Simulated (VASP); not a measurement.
# Ho2PbC (I4/mmm) in VASP: relaxation of cell and atoms with PBE

Aim: the relaxation of cell and atoms of Ho2PbC with PBE.

Program: VASP 6.6.1. These are calculated values, not measurements. Logs are shortened: lines on timing, memory, paths and dates and some standing lists are left out, and cuts for length are marked.

## 1. The cell of the first run

It takes space group I4/mmm (No. 139, tetragonal). The conventional cell has a = 5.703 Å, b = 5.703 Å, c = 6.566 Å, α = 90.00°, β = 90.00°, γ = 90.00°. Ho (site symmetry mmm) has 2 Pb at 2.85 Å and 2 C at 2.85 Å and 2 Ho at 3.28 Å within 3.8 Å. Within 3.8 Å of Pb (site symmetry 4/mmm) lie 4 Ho at 2.85 Å and 2 C at 3.28 Å. C (site symmetry 4/mmm) has 4 Ho at 2.85 Å and 2 Pb at 3.28 Å within 3.8 Å.

The cell was generated, and may not be a known phase.

## 2. Relaxation of cell and atoms, PBE

INCAR reads:

```
SYSTEM = Ho2PbC
PREC = Accurate ; ENCUT = 600
EDIFF = 1E-7 ; ISMEAR = 0
SIGMA = 0.1 ; LREAL = .FALSE.
LASPH = .TRUE. ; NELM = 200
ALGO = Normal ; ISIF = 3
LWAVE = .FALSE. ; LCHARG = .FALSE.
GGA = PE ; IBRION = 2
NSW = 100 ; EDIFFG = -0.01
GGA_COMPAT = .FALSE. ; NELMIN = 4
LMAXMIX = 6
```

KPOINTS reads:

```
regular mesh
0
G
  12 12 12
  0 0 0
```

POSCAR reads:

```
Ho2PbC
1.0
   -2.8512554058      2.8512554058      3.2828606276
    2.8512554058     -2.8512554058      3.2828606276
    2.8512554058      2.8512554058     -3.2828606276
Ho Pb C
2 1 1
Direct
    0.5000000000      0.0000000000      0.5000000000
    0.0000000000      0.5000000000      0.5000000000
    0.5000000000      0.5000000000      0.0000000000
    0.0000000000      0.0000000000      0.0000000000
```

Potentials or basis: VASP PAW PBE potentials, release 64 (Ho_3, Pb_d, C), 4f in core.

Command:

```sh
> cat potpaw_PBE.64/Ho_3/POTCAR potpaw_PBE.64/Pb_d/POTCAR potpaw_PBE.64/C/POTCAR > POTCAR
> mpirun -np 1 vasp_std > vasp.out
```

OUTCAR:

```text
SYSTEM = Ho2PbC
   PREC = Accurate
   ENCUT = 600
   EDIFF = 1E-7
   ISMEAR = 0
   LREAL = .FALSE.
   LASPH = .TRUE.
   NELM = 200
   ISIF = 3
   GGA = PE
   IBRION = 2
   NSW = 100
   EDIFFG = -0.01
   NELMIN = 4

 ion  position               nearest neighbor table
   1  0.500  0.000  0.500-   3 2.85   4 2.85   3 2.85   4 2.85   2 3.28   2 3.28
   2  0.000  0.500  0.500-   3 2.85   4 2.85   4 2.85   3 2.85   1 3.28   1 3.28
   3  0.500  0.500  0.000-   1 2.85   2 2.85   1 2.85   2 2.85
   4  0.000  0.000  0.000-   1 2.85   2 2.85   2 2.85   1 2.85

  LATTYP: Found a body centered tetragonal cell.
 ALAT       =     5.7025108116
 C/A-ratio  =     1.1513737496

  Lattice vectors:

 A1 = (  -2.8512554058,   2.8512554058,   3.2828606276)
 A2 = (   2.8512554058,  -2.8512554058,   3.2828606276)
 A3 = (   2.8512554058,   2.8512554058,  -3.2828606276)

Analysis of symmetry for initial positions (statically):
=====================================================================
 Subroutine PRICEL returns:
 Original cell was already a primitive cell.

 Routine SETGRP: Setting up the symmetry group for a
 body centered tetragonal supercell.

 Subroutine GETGRP returns: Found 16 space group operations
 (whereof 16 operations were pure point group operations)
 out of a pool of 16 trial point group operations.

The static configuration has the point symmetry D_4h.

Analysis of symmetry for dynamics (positions and initial velocities):
=====================================================================
 Subroutine PRICEL returns:
 Original cell was already a primitive cell.

 Routine SETGRP: Setting up the symmetry group for a
 body centered tetragonal supercell.

 Subroutine GETGRP returns: Found 16 space group operations
 (whereof 16 operations were pure point group operations)
 out of a pool of 16 trial point group operations.

The dynamic configuration has the point symmetry D_4h.

 Subroutine INISYM returns: Found 16 space group operations
 (whereof 16 operations are pure point group operations),
 and found     1 'primitive' translations

----------------------------------------------------------------------------------------

                                     Primitive cell

  volume of cell :     106.7541

  direct lattice vectors                    reciprocal lattice vectors
    -2.851255406  2.851255406  3.282860628     0.000000000  0.175361351  0.152306192
     2.851255406 -2.851255406  3.282860628     0.175361351  0.000000000  0.152306192
     2.851255406  2.851255406 -3.282860628     0.175361351  0.175361351  0.000000000

  length of vectors
     5.199662362  5.199662362  5.199662362     0.232268766  0.232268766  0.247998401

  position of ions in fractional coordinates (direct lattice)
     0.500000000  0.000000000  0.500000000
     0.000000000  0.500000000  0.500000000
     0.500000000  0.500000000  0.000000000
     0.000000000  0.000000000  0.000000000

  ion indices of the primitive-cell ions
   primitive index   ion index
                 1           1
                 2           2
                 3           3
                 4           4

----------------------------------------------------------------------------------------

 KPOINTS: regular mesh

Automatic generation of k-mesh.
 Grid dimensions read from file:
 generate k-points for:   12   12   12

 Generating k-lattice:

  Cartesian coordinates                     Fractional coordinates (reciprocal lattice)
     0.000000000  0.014613446  0.012692183     0.083333333  0.000000000  0.000000000
     0.014613446  0.000000000  0.012692183     0.000000000  0.083333333  0.000000000
     0.014613446  0.014613446  0.000000000     0.000000000  0.000000000  0.083333333

  Length of vectors
     0.019355730  0.019355730  0.020666533

  Shift w.r.t. Gamma in fractional coordinates (k-lattice)
     0.000000000  0.000000000  0.000000000

 Subroutine IBZKPT returns following result:
 ===========================================

 Found    163 irreducible k-points:

 Following reciprocal coordinates:
            Coordinates               Weight
  0.000000  0.000000  0.000000      1.000000
  0.083333  0.000000 -0.000000      8.000000
  0.166667 -0.000000  0.000000      8.000000
  0.250000  0.000000  0.000000      8.000000
  0.333333  0.000000 -0.000000      8.000000
  0.416667 -0.000000  0.000000      8.000000
[... 16 lines left out ...]
  0.500000  0.166667  0.000000     16.000000
 -0.416667  0.166667 -0.000000     16.000000
 [... further k-points ...]
   k-points           NKPTS =    163   k-points in BZ     NKDIM =    163   number of bands    NBANDS=     22
   number of dos      NEDOS =    301   number of ions     NIONS =      4
   total plane-waves  NPLWV =  74088
   dimension x,y,z NGX =    42 NGY =   42 NGZ =   42
   dimension x,y,z NGXF=    84 NGYF=   84 NGZF=   84
   ions per type =               2   1   1
   NGX,Y,Z   is equivalent  to a cutoff of  13.43, 13.43, 13.43 a.u.
   NGXF,Y,Z  is equivalent  to a cutoff of  26.86, 26.86, 26.86 a.u.
 SYSTEM =  Ho2PbC
   PREC   = accura    normal or accurate (medium, high low for compatibility)
   ISTART =      0    job   : 0-new  1-cont  2-samecut
   ICHARG =      2    charge: 1-file 2-atom 10-const
   ISPIN  =      1    spin polarized calculation?
   LNONCOLLINEAR =      F non collinear calculations
   LSORBIT =      F    spin-orbit coupling
   LASPH  =      T    aspherical Exc in radial PAW
   ENCUT  =  600.0 eV  44.10 Ry    6.64 a.u.  10.39 10.39 10.39*2*pi/ulx,y,z
   NELM   =    200;   NELMIN=  4; NELMDL= -5     # of ELM steps
   EDIFF  = 0.1E-06   stopping-criterion for ELM
   LREAL  =      F    real-space projection
   EDIFFG = -.1E-01   stopping-criterion for IOM
   NSW    =    100    number of steps for IOM
   IBRION =      2    ionic relax: 0-MD 1-quasi-New 2-CG
   NFREE  =      1    steps in history (QN), initial steepest desc. (CG)
   ISIF   =      3    stress and relaxation
   ISYM   =      2    0-nonsym 1-usesym 2-fastsym
   POTIM  = 0.5000    time-step for ionic-motion
   TEBEG  =    0.0;   TEEND  =   0.0 temperature during run
   PSTRESS=    0.0 pullay stress
   NELECT =      36.0000    total number of electrons
   NUPDOWN=      -1.0000    fix difference up-down
   EMIN   =  10.00;   EMAX   =-10.00  energy-range for DOS
   EFERMI =   0.00;   METHOD = LEGACY
   ISMEAR =     0;   SIGMA  =   0.10  broadening in eV -4-tet -1-fermi 0-gaus
   EFERMI_NEDOS =   21; number of points for ismear=-14 and -15
   IALGO  =     38    algorithm
   IMIX   =      4    mixing-type and parameters
     AMIX     =   0.40;   BMIX     =  1.00
     AMIX_MAG =   1.60;   BMIX_MAG =  1.00
  volume/ion in A,a.u.               =      26.69       180.10
  Fermi-wavevector in a.u.,A,eV,Ry     =   1.139499  2.153342 17.666606  1.298459
  Thomas-Fermi vector in A             =   2.276203
   LORBIT       =      0    0 simple, 1 ext, 2 COOP (PROOUT), +10 PAW based schemes
   GGA     = PE    functional components
   LHFCALC =     F    Hartree Fock is set to
   AEXX    =    0.0000 exact exchange contribution
   IVDW    =     0    specifies the selected vdW correction
   LEPSILON=     F    determine dielectric tensor
   LRPA    =     F    only Hartree local field effects (RPA)
 conjugate gradient relaxation of ions
 non-spin polarized calculation
 Gauss-broadening in eV      SIGMA  =   0.10
  energy-cutoff  :      600.00
  volume of cell :      106.75
 maximum number of plane-waves:      3598
 NGX is ok and might be reduce to    42
   NGX = 21   NGY = 21   NGZ = 21

--------------------------------------- Ionic step        1  -------------------------------------------

 number of electron      35.9999999 magnetization

 Free energy of the ion-electron system (eV)
  ---------------------------------------------------
  ext. energy  EPLUGINS =         0.00000000
  ---------------------------------------------------
  free energy    TOTEN  =       -17.65870438 eV

  energy without entropy =      -17.63404357  energy(sigma->0) =      -17.64637397

------------------------ aborting loop because EDIFF is reached ----------------------------------------

  FORCE on cell =-STRESS in cart. coord.  units (eV):
  Direction    XX          YY          ZZ          XY          YZ          ZX
  --------------------------------------------------------------------------------------
  -------------------------------------------------------------------------------------
  Total        0.2146070      0.2146070     -0.2125301      0.0000000     -0.0000000      0.0000000
  in kB        3.2208451      3.2208451     -3.1896739      0.0000000     -0.0000000      0.0000000
  external PRESSURE =       1.0840054 kB  Pullay stress =       0.0000000 kB
[... 61 lines left out ...]
  energy  without entropy=      -17.6348370325  energy(sigma->0) =      -17.64714403

--------------------------------------- Ionic step        3  -------------------------------------------

 number of electron      35.9999999 magnetization

 E-fermi :   3.4249     XC(G=0):  -9.7486

 val. band max:        3.4227478805   @ k =   0.2500   0.0000   0.0000
 cond. band min:       3.4264045653   @ k =  -0.1667   0.3333   0.1667
 fundamental gap:      0.0036566848
 Fermi energy:         3.4249113047

 k-point     1 :       0.0000    0.0000    0.0000
  band No.  band energies     occupation
      1     -20.8991      2.00000
      2     -20.5567      2.00000
      3     -20.5567      2.00000
      4     -20.2796      2.00000
      5     -20.2796      2.00000
      6     -20.2727      2.00000
[... 664 lines left out ...]
  energy  without entropy=      -17.6352486268  energy(sigma->0) =      -17.64750138

--------------------------------------- Ionic step        5  -------------------------------------------

 number of electron      35.9999998 magnetization

 Free energy of the ion-electron system (eV)
  ---------------------------------------------------
  ext. energy  EPLUGINS =         0.00000000
  ---------------------------------------------------
  free energy    TOTEN  =       -17.65980646 eV

  energy without entropy =      -17.63536359  energy(sigma->0) =      -17.64758503

 E-fermi :   3.4587     XC(G=0):  -9.7705

 val. band max:        3.4546294603   @ k =  -0.3333  -0.4167   0.0833
 cond. band min:       3.4592440615   @ k =  -0.1667   0.3333   0.1667
 fundamental gap:      0.0046146012
 Fermi energy:         3.4587491347

 k-point     1 :       0.0000    0.0000    0.0000
  band No.  band energies     occupation
      1     -20.8688      2.00000
      2     -20.5157      2.00000
      3     -20.5157      2.00000
      4     -20.2375      2.00000
      5     -20.2375      2.00000
      6     -20.2194      2.00000
[... 622 lines left out ...]
  FREE ENERGIE OF THE ION-ELECTRON SYSTEM (eV)
  ---------------------------------------------------
  free  energy   TOTEN  =       -17.6598064611 eV

  energy  without entropy=      -17.6353635903  energy(sigma->0) =      -17.64758503

 reached required accuracy - stopping structural energy minimisation
```

It took 31 min on 1 thread of Intel Xeon Platinum 8259CL at 2.50GHz (Skylake/Cascade Lake), shared host; peak memory 0.67 GiB.

Results:

```yaml
Free_energy: -17.6598 eV
Relaxed_volume: 26.62 Å³/atom
Relaxed_cell: a = 5.193 Å, b = 5.193 Å, c = 5.193 Å, α = 113.25°, β = 113.25°, γ = 102.16°
Space_group_after_relaxing_to_0.1_Å: I4/mmm (No. 139)
Energy_gained_by_relaxing: 0.3 meV/atom
Ionic_steps: 5
Pressure_after_relaxing: 0.0 GPa
Band_gap_on_the_k_mesh: zero (bands 18 and 19 overlap by 1.94 eV)
```

Step by step:
| step | energy change (eV) | largest force (eV/Å) | pressure (GPa) | volume (Å³) |
| --- | --- | --- | --- | --- |
| 1 | 0.0000 | 0.0000 | 0.11 | 106.75 |
| 2 | -0.0007 | 0.0000 | -0.18 | 107.03 |
| 3 | -0.0008 | 0.0000 | -0.15 | 107.01 |
| 4 | -0.0010 | 0.0000 | -0.06 | 106.69 |
| 5 | -0.0011 | 0.0000 | 0.00 | 106.50 |

Final structure:
```
Ho Pb C
1.0
    -2.85681    2.85681    3.26229
     2.85681   -2.85681    3.26229
     2.85681    2.85681   -3.26229
Ho Pb C
2 1 1
Cartesian
  0.0000 2.8568 0.0000
  2.8568 0.0000 0.0000
  0.0000 0.0000 3.2623
  0.0000 0.0000 0.0000
```

Levels at points of the mesh, in eV from the Fermi level:
```tsv
k point	band 16	band 17	band 18	band 19	band 20	band 21
(0.00, 0.00, 0.00)	-0.01	-0.01	0.01	0.01	0.43	1.20
(0.50, 0.00, 0.00)	-0.73	-0.64	-0.25	-0.19	1.57	1.78
(0.50, 0.50, 0.00)	-2.06	-1.10	-0.35	-0.26	1.83	1.89
(0.50, 0.50, 0.50)	-1.43	-0.75	1.62	1.70	1.70	1.78
```

Caveat: spin-orbit coupling is left out, which moves the levels of the heavy elements; the 4f electrons are frozen in the core, so they carry no moment and show no levels. Spin polarisation is off, so any magnetic state and its effect on volume and gap are missing.
